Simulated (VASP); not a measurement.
# Pd (Immm) in VASP: single point with PBE

Aim: the single point of Pd with PBE.

Program: VASP 6.6.1. These are calculated values, not measurements. Logs are shortened: lines on timing, memory, paths and dates and some standing lists are left out, and cuts for length are marked.

**1. The cell of the first run**

The structure is orthorhombic, space group Immm (No. 71). Conventional cell: a = 2.613 Å, b = 2.888 Å, c = 3.890 Å, α = 90.00°, β = 90.00°, γ = 90.00°. Pd (site symmetry mmm) has 12 Pd at 2.61 to 2.89 Å within 3.4 Å.

**2. Single point, PBE (strain -0.1000 x Voigt [0, 0, 0, 0, 0, 1])**

INCAR

```
PREC = Accurate
ENCUT = 520
EDIFF = 1E-6
ISMEAR = 0
SIGMA = 0.15
LREAL = F
LASPH = T
NELM = 100
ALGO = Fast
ISIF = 2
LWAVE = F
LCHARG = F
GGA = PE
NBANDS = 11
```

KPOINTS

```
regular mesh
0
Gamma
  20 20 20
```

POSCAR

```
Pd
1.0
   -0.0972450000      1.9449000000      1.9449000000
    1.9449000000     -0.0972450000      1.9449000000
    1.8476550000      1.8476550000      0.0000000000
Pd
1
Direct
    0.0000000000      0.0000000000      0.0000000000
```

Potentials or basis: VASP PAW PBE potentials, release 64 (Pd).

Run with:

```console
cat potpaw_PBE.64/Pd/POTCAR > POTCAR
mpirun -np 1 vasp_std > vasp.out
```

OUTCAR:

```text
PREC = Accurate
   ENCUT = 520
   EDIFF = 1E-6
   ISMEAR = 0
   LREAL = F
   LASPH = T
   NELM = 100
   ISIF = 2
   GGA = PE

 ion  position               nearest neighbor table
   1  0.000  0.000  0.000-

  LATTYP: Found a body centered orthorhombic cell.
 ALAT       =     2.6129787596
 B/A-ratio  =     1.1052631579
 C/A-ratio  =     1.4886458551

  Lattice vectors:

 A1 = (   0.0972450000,  -1.9449000000,  -1.9449000000)
 A2 = (  -0.0972450000,   1.9449000000,  -1.9449000000)
 A3 = (   1.9449000000,  -0.0972450000,   1.9449000000)

Analysis of symmetry for initial positions (statically):
=====================================================================
 Subroutine PRICEL returns:
 Original cell was already a primitive cell.

 Routine SETGRP: Setting up the symmetry group for a
 body centered orthorhombic supercell.

 Subroutine GETGRP returns: Found  8 space group operations
 (whereof  8 operations were pure point group operations)
 out of a pool of  8 trial point group operations.

The static configuration has the point symmetry D_2h.

Analysis of symmetry for dynamics (positions and initial velocities):
=====================================================================
 Subroutine PRICEL returns:
 Original cell was already a primitive cell.

 Routine SETGRP: Setting up the symmetry group for a
 body centered orthorhombic supercell.

 Subroutine GETGRP returns: Found  8 space group operations
 (whereof  8 operations were pure point group operations)
 out of a pool of  8 trial point group operations.

The dynamic configuration has the point symmetry D_2h.

 Subroutine INISYM returns: Found  8 space group operations
 (whereof  8 operations are pure point group operations),
 and found     1 'primitive' translations

----------------------------------------------------------------------------------------

                                     Primitive cell

  volume of cell :      14.6769

  direct lattice vectors                    reciprocal lattice vectors
    -0.097245000  1.944900000  1.944900000    -0.244840597  0.244840597  0.257082626
     1.944900000 -0.097245000  1.944900000     0.244840597 -0.244840597  0.257082626
     1.847655000  1.847655000  0.000000000     0.270613291  0.270613291 -0.257082626

  length of vectors
     2.752222486  2.752222486  2.612978760     0.431260144  0.431260144  0.461036423

  position of ions in fractional coordinates (direct lattice)
     0.000000000  0.000000000  0.000000000

[... 82 lines left out ...]
   ISYM   =      2    0-nonsym 1-usesym 2-fastsym
   POTIM  = 0.5000    time-step for ionic-motion
   TEBEG  =    0.0;   TEEND  =   0.0 temperature during run
   PSTRESS=    0.0 pullay stress
   NELECT =      10.0000    total number of electrons
   NUPDOWN=      -1.0000    fix difference up-down
   EMIN   =  10.00;   EMAX   =-10.00  energy-range for DOS
   EFERMI =   0.00;   METHOD = LEGACY
   ISMEAR =     0;   SIGMA  =   0.15  broadening in eV -4-tet -1-fermi 0-gaus
   EFERMI_NEDOS =   21; number of points for ismear=-14 and -15
   IALGO  =     68    algorithm
   IMIX   =      4    mixing-type and parameters
     AMIX     =   0.40;   BMIX     =  1.00
     AMIX_MAG =   1.60;   BMIX_MAG =  1.00
  volume/ion in A,a.u.               =      14.68        99.04
  Fermi-wavevector in a.u.,A,eV,Ry     =   1.440555  2.722255 28.234803  2.075199
  Thomas-Fermi vector in A             =   2.559286
   LORBIT       =      0    0 simple, 1 ext, 2 COOP (PROOUT), +10 PAW based schemes
   GGA     = PE    functional components
   LHFCALC =     F    Hartree Fock is set to
   AEXX    =    0.0000 exact exchange contribution
   IVDW    =     0    specifies the selected vdW correction
   LEPSILON=     F    determine dielectric tensor
   LRPA    =     F    only Hartree local field effects (RPA)
 non-spin polarized calculation
 RMM-DIIS sequential band-by-band and
 Gauss-broadening in eV      SIGMA  =   0.15
  energy-cutoff  :      520.00
  volume of cell :       14.68
 maximum number of plane-waves:       411
   NGX = 11   NGY = 11   NGZ =  9

 number of electron      10.0000002 magnetization

 Free energy of the ion-electron system (eV)
  ---------------------------------------------------
  ext. energy  EPLUGINS =         0.00000000
  ---------------------------------------------------
  free energy    TOTEN  =        -5.17436751 eV

  energy without entropy =       -5.15176366  energy(sigma->0) =       -5.16306559

 E-fermi :   9.8756     XC(G=0): -13.2098

 val. band max:        9.8746846613   @ k =   0.5000   0.2500   0.0500
 cond. band min:       9.8758387793   @ k =  -0.4500   0.2500   0.0500
 fundamental gap:      0.0011541179
 Fermi energy:         9.8756283178

 k-point     1 :       0.0000    0.0000    0.0000
  band No.  band energies     occupation
      1       2.6947      2.00000
      2       6.5702      2.00000
      3       6.7383      2.00000
      4       7.4966      2.00000
      5       8.6928      2.00000
      6       8.7560      2.00000
      7      26.8734      0.00000
      8      30.2956      0.00000
      9      32.0964      0.00000
     10      33.6456      0.00000
     11      36.8588      0.00000
[... 309 lines left out ...]
 k-point    24 :      -0.3500    0.0500    0.0000
  band No.  band energies     occupation
      1       4.5833      2.00000
      2       6.5955      2.00000
      3       7.6043      2.00000
      4       8.2573      2.00000
      5       9.4733      1.99985
      6       9.6639      1.95410
      7      19.4294      0.00000
      8      27.2218      0.00000
      9      31.2065      0.00000
     10      34.2378      0.00000
     11      36.7889      0.00000

 [... further k-points ...]

------------------------ aborting loop because EDIFF is reached ----------------------------------------

  FORCE on cell =-STRESS in cart. coord.  units (eV):
  Direction    XX          YY          ZZ          XY          YZ          ZX
  --------------------------------------------------------------------------------------
  -------------------------------------------------------------------------------------
  Total        0.9931020      0.9931020      0.6114945      0.8503558      0.0000000      0.0000000
  in kB      108.4100905    108.4100905     66.7526371     92.8274758      0.0000000      0.0000000
  external PRESSURE =      94.5242727 kB  Pullay stress =       0.0000000 kB

 VOLUME and BASIS-vectors are now :
 -----------------------------------------------------------------------------
  energy-cutoff  :      520.00
  volume of cell :       14.68
      direct lattice vectors                 reciprocal lattice vectors
    -0.097245000  1.944900000  1.944900000    -0.244840597  0.244840597  0.257082626
     1.944900000 -0.097245000  1.944900000     0.244840597 -0.244840597  0.257082626
     1.847655000  1.847655000  0.000000000     0.270613291  0.270613291 -0.257082626

 POSITION                                       TOTAL-FORCE (eV/Angst)
 -----------------------------------------------------------------------------------
      0.00000      0.00000      0.00000         0.000000     -0.000000      0.000000
 -----------------------------------------------------------------------------------
    total drift:                                0.000000     -0.000000     -0.000000

  FREE ENERGIE OF THE ION-ELECTRON SYSTEM (eV)
  ---------------------------------------------------
  free  energy   TOTEN  =        -5.1743675126 eV

  energy  without entropy=       -5.1517636621  energy(sigma->0) =       -5.16306559
```

OSZICAR:

```text
N       E                     dE             d eps       ncg     rms          rms(c)
DAV:   1     0.426134444388E+02    0.42613E+02   -0.51722E+03 25812   0.853E+02
DAV:   2    -0.488525527577E+01   -0.47499E+02   -0.45930E+02 28756   0.183E+02
DAV:   3    -0.545410462847E+01   -0.56885E+00   -0.56633E+00 31165   0.214E+01
DAV:   4    -0.545656199883E+01   -0.24574E-02   -0.24570E-02 31071   0.146E+00
DAV:   5    -0.545658765623E+01   -0.25657E-04   -0.25658E-04 33831   0.135E-01    0.796E+00
RMM:   6    -0.519005866881E+01    0.26653E+00   -0.34896E-01 27101   0.551E+00    0.392E+00
RMM:   7    -0.517809827983E+01    0.11960E-01   -0.86747E-03 30266   0.106E+00    0.203E+00
RMM:   8    -0.517438471030E+01    0.37136E-02   -0.15393E-03 30611   0.359E-01    0.107E-01
RMM:   9    -0.517435967663E+01    0.25034E-04   -0.22692E-04 34221   0.130E-01    0.492E-02
RMM:  10    -0.517436503584E+01   -0.53592E-05   -0.61171E-05 33570   0.593E-02    0.105E-02
RMM:  11    -0.517436699914E+01   -0.19633E-05   -0.21555E-05 34805   0.313E-02    0.120E-02
RMM:  12    -0.517436751256E+01   -0.51342E-06   -0.53936E-06 29142   0.183E-02
   1 F= -.51743675E+01 E0= -.51630656E+01  d E =-.226039E-01
```

stdout:

```text
POSCAR found type information on POSCAR Pd
 POSCAR found :  1 types and       1 ions
 scaLAPACK will be used
 LDA part: xc-table for (Slater+PW92), standard interpolation
 POSCAR, INCAR and KPOINTS ok, starting setup
 FFT: planning ... GRIDC
 FFT: planning ... GRID_SOFT
 FFT: planning ... GRID
 WAVECAR not read
 entering main loop
```

Wall time 2.3 min (1 thread of Intel Xeon Platinum 8259CL at 2.50GHz (Skylake/Cascade Lake), shared host); peak memory 0.29 GiB.

What came out:

- Free energy: -5.1744 eV
- Pressure: 9.5 GPa
- Band gap on the k mesh: zero (bands 5 and 6 overlap by 1.80 eV)

Levels at points of the mesh, in eV from the Fermi level:
```csv
k point,band 2,band 3,band 4,band 5,band 6,band 7,band 8,band 9
"(0.00, 0.00, 0.00)",-3.31,-3.14,-2.38,-1.18,-1.12,17.00,20.42,22.22
"(0.50, 0.00, 0.00)",-3.34,-2.41,-0.34,0.09,0.58,6.67,16.95,21.26
"(0.50, 0.50, 0.00)",-5.16,-0.03,0.25,0.35,3.33,10.80,11.41,15.26
"(0.00, 0.00, 0.50)",-3.40,-2.53,-0.16,0.22,1.49,8.14,16.11,19.75
"(0.50, 0.00, 0.50)",-5.17,-0.22,0.23,0.43,3.41,10.91,13.25,13.30
```

Caveat: the cell differs from its parent crystal (strain -0.1000 x Voigt [0, 0, 0, 0, 0, 1]); the cell stands under pressure.
